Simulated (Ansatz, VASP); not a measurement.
## One calculation of Be24NO, two programs

The input INCAR:

```
SYSTEM = Be24NO
ALGO = Normal
DIPOL = 0.5 0.5 0.291
EDIFF = 1E-6
ENCUT = 520
GGA = PE
GGA_COMPAT = .FALSE.
IDIPOL = 3
ISIF = 2
ISMEAR = 0
ISPIN = 2
KPAR = 4
LASPH = .TRUE.
LCHARG = .FALSE.
LDIPOL = .TRUE.
LORBIT = 11
LREAL = .FALSE.
LWAVE = .FALSE.
MAGMOM = 0 0 0 0 0 0 0 0 0 0 0 0 0 0 0 0 0 0 0 0 0 0 0 0 1 0
NBANDS = 52
NELM = 200
NELMDL = -8
PREC = Accurate
SIGMA = 0.1
```

KPOINTS

```
k-points
0
G
  6 4 1
  0 0 0
```

File POSCAR:

```
Be24NO
1.0
    4.5254381411      0.0000000000      0.0000000000
    0.0000000000      7.1336190820      0.0000000000
    0.0000000000      0.0000000000     22.3685529248
Be N O
24 1 1
Direct
    0.0000000000      0.3750000000      0.1788224752
    0.0000000000      0.8750000000      0.1788224752
    0.5000000000      0.3750000000      0.1788224752
    0.5000000000      0.8750000000      0.1788224752
    0.2500000000      0.1250000000      0.2080237711
    0.2500000000      0.6250000000      0.2080237711
    0.7500000000      0.1250000000      0.2080237711
    0.7500000000      0.6250000000      0.2080237711
    0.2500000000      0.3750000000      0.2664263628
    0.2500000000      0.8750000000      0.2664263628
    0.7500000000      0.3750000000      0.2664263628
    0.7500000000      0.8750000000      0.2664263628
    0.0000000000      0.1250000000      0.2903069137
    0.0000000000      0.6250000000      0.2903069137
    0.5000000000      0.1250000000      0.2903069137
    0.5000000000      0.6250000000      0.2903069137
    0.0000000000      0.3750000000      0.3546814205
    0.0000000000      0.8750000000      0.3546814205
    0.5000000000      0.3750000000      0.3546814205
    0.5000000000      0.8750000000      0.3546814205
    0.2500000000      0.1250000000      0.3741213369
    0.2500000000      0.6250000000      0.3741213369
    0.7500000000      0.1250000000      0.3741213369
    0.7500000000      0.6250000000      0.3741213369
    0.7500000000      0.4583333333      0.4134622814
    0.8487676923      0.5571010257      0.4507640240
```

Input for Ansatz:

```yaml
crystal:
  lattice:
    - [4.5254381411, 0.0, 0.0]
    - [0.0, 7.133619082, 0.0]
    - [0.0, 0.0, 22.3685529248]
  atoms:
    - { symbol: Be, position: [0.0, 0.375, 0.1788224752] }
    - { symbol: Be, position: [0.0, 0.875, 0.1788224752] }
    - { symbol: Be, position: [0.5, 0.375, 0.1788224752] }
    - { symbol: Be, position: [0.5, 0.875, 0.1788224752] }
    - { symbol: Be, position: [0.25, 0.125, 0.2080237711] }
    - { symbol: Be, position: [0.25, 0.625, 0.2080237711] }
    - { symbol: Be, position: [0.75, 0.125, 0.2080237711] }
    - { symbol: Be, position: [0.75, 0.625, 0.2080237711] }
    - { symbol: Be, position: [0.25, 0.375, 0.2664263628] }
    - { symbol: Be, position: [0.25, 0.875, 0.2664263628] }
    - { symbol: Be, position: [0.75, 0.375, 0.2664263628] }
    - { symbol: Be, position: [0.75, 0.875, 0.2664263628] }
    - { symbol: Be, position: [0.0, 0.125, 0.2903069137] }
    - { symbol: Be, position: [0.0, 0.625, 0.2903069137] }
    - { symbol: Be, position: [0.5, 0.125, 0.2903069137] }
    - { symbol: Be, position: [0.5, 0.625, 0.2903069137] }
    - { symbol: Be, position: [0.0, 0.375, 0.3546814205] }
    - { symbol: Be, position: [0.0, 0.875, 0.3546814205] }
    - { symbol: Be, position: [0.5, 0.375, 0.3546814205] }
    - { symbol: Be, position: [0.5, 0.875, 0.3546814205] }
    - { symbol: Be, position: [0.25, 0.125, 0.3741213369] }
    - { symbol: Be, position: [0.25, 0.625, 0.3741213369] }
    - { symbol: Be, position: [0.75, 0.125, 0.3741213369] }
    - { symbol: Be, position: [0.75, 0.625, 0.3741213369] }
    - { symbol: "N", position: [0.75, 0.4583333333, 0.4134622814], spin: 1.0 }
    - { symbol: O, position: [0.8487676923, 0.5571010257, 0.450764024] }
basis:
  ecutwfc: 420
kpoints:
  mp_grid: { grid: [6, 4, 1] }
hamiltonian:
  xc: pbe
scf:
  occupations: { method: gaussian, width: 0.1 }
output:
  forces: true
  eigenvalues: true
  populations: true
  write_density: true
  write_potential: true
  elf: true
  volumetric_format: npy
magnetization:
  spin_polarized: true
efield:
  axis: 3
  dipole_correction: true
  ramp_width: 0.04
```

Alike in both runs: task single point; functional PBE; k mesh 6 × 4 × 1; occupations gaussian, width 0.1 eV; collinear spin.

|  | VASP | Ansatz |
| --- | --- | --- |
| version | VASP 6.6.1 | Ansatz 0.2.0 |
| potentials or method | VASP PAW PBE potentials, release 64 (Be, N, O), cutoff 520 eV | scalar-relativistic, plane waves, PAW |
| valence electrons in the cell | 59 | 59 |

VASP gave:

```
gap on the k mesh at the Fermi level (eV) : none
rms of the force components (eV/Å)        : 1.781
net moment per atom (μB)                  : 0.00
```

What did Ansatz give for the same quantities?

gap on the k mesh at the Fermi level (eV): none; rms of the force components (eV/Å): 1.613; net moment per atom (μB): 0.00.

Atom by atom the forces differ by 0.183 eV/Å (rms over components). A gap of «none» marks a metal or a gap that the smearing closes. With one functional, cell and mesh, what is left measures potentials, basis and numerics. Ansatz's warnings: seeded moment not kept, xc potential rough in thin density.

Noted on VASP's run: the standard files for N, O and F lose accuracy on very short bonds.
